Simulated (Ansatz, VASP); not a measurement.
# LiC2 in VASP and in Ansatz

```
Li C
1.0
     2.53237   -3.07004    0.00000
     2.53237    3.07004    0.00000
    -2.42873    0.00000    2.55153
Li C
1 2
Direct
  0.97796 0.02204 0.50000
  0.34527 0.65647 0.68178
  0.34353 0.65473 0.31822
```

Change from the starting cell: the structure that the rattled cell fell into.

Alike in both runs: task single point; functional PBE; k mesh 6 × 6 × 6; occupations gaussian, width 0.1 eV; no spin polarisation.

|  | VASP | Ansatz |
| --- | --- | --- |
| version | VASP 6.6.1 | Ansatz 0.2.0 |
| potentials or method | VASP PAW PBE potentials, release 64 (Li_sv, C), cutoff 520 eV | scalar-relativistic, plane waves, PAW |
| valence electrons in the cell | 11 | 11 |

|  | VASP | Ansatz | Ansatz less VASP |
| --- | --- | --- | --- |
| gap on the k mesh at the Fermi level (eV) | none | none | - |
| rms of the force components (eV/Å) | 0.100 | 0.150 | +0.0501 |

Atom by atom the forces differ by 0.050 eV/Å (rms over components). A gap of «none» marks a metal or a gap that the smearing closes.

The k mesh is coarse, so the values compare programs but aren't converged. Noted on VASP's run: the cutoff is short for stress, so the pressure is rough.
